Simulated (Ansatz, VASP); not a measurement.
**C in VASP and in Ansatz**

```
CELL_PARAMETERS angstrom
0.00000 1.78012 1.70892
1.78012 0.00000 1.70892
1.78012 1.78012 0.00000
ATOMIC_POSITIONS crystal
C 0.00000 0.00000 0.00000
C 0.25000 0.25000 0.25000
```

Change from the starting cell: uniaxial_z strain -4.0%.

Alike in both runs: task single point; functional PBE; k mesh 12 × 12 × 12; occupations fermi-dirac, width 0.02 eV; no spin polarisation.

|  | VASP | Ansatz |
| --- | --- | --- |
| version | VASP 6.6.1 | Ansatz 0.2.0 |
| potentials or method | VASP PAW PBE potentials, release 64 (C) | plane waves, PAW |
| plane-wave cutoff (eV) | 520 | 420 |
| valence electrons in the cell | 8 | 8 |

```csv
,VASP,Ansatz,Ansatz less VASP
gap on the k mesh at the Fermi level (eV),3.21,3.22,+0.007
pressure (GPa),24.8,23.9,-0.87
"traceless stress, the component that is largest in VASP (GPa)",25.43,25.46,+0.030
```
